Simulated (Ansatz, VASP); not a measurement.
**Si4BW: VASP beside Ansatz**

```xyz
6
Lattice="4.5281 0.0000 0.0000 -2.2641 3.9215 0.0000 0.0000 0.0000 4.5832" Properties=species:S:1:pos:R:3 pbc="T T T"
Si    0.0000    2.6143    1.1368
Si    0.0000    2.6143    3.4464
Si    2.2641    1.3072    3.4464
Si    2.2641    1.3072    1.1368
B     0.0000    0.0000    2.2916
W     0.0000    0.0000    0.0000
```

Alike in both runs: task relaxation of cell and atoms; functional PBE; k mesh 6 × 6 × 4; occupations gaussian, width 0.1 eV; no spin polarisation.

```csv
,VASP,Ansatz
version,VASP 6.6.1,Ansatz 0.2.0
potentials or method,"VASP PAW PBE potentials, release 64 (Si, B, W_sv), cutoff 600 eV","scalar-relativistic, plane waves, PAW"
valence electrons in the cell,33,33
```

Ansatz gave:

* gap on the k mesh at the Fermi level, each at its own relaxed structure (eV): none
* relaxed volume (Å³/atom): 13.38
* relaxed length of the cell vector where the two differ most in proportion (Å): 4.679

Estimate VASP's values.

gap on the k mesh at the Fermi level, each at its own relaxed structure (eV): none; relaxed volume (Å³/atom): 13.38; relaxed length of the cell vector where the two differ most in proportion (Å): 4.677.

A gap of «none» marks a metal or a gap that the smearing closes.

Neither program's run includes spin-orbit coupling.
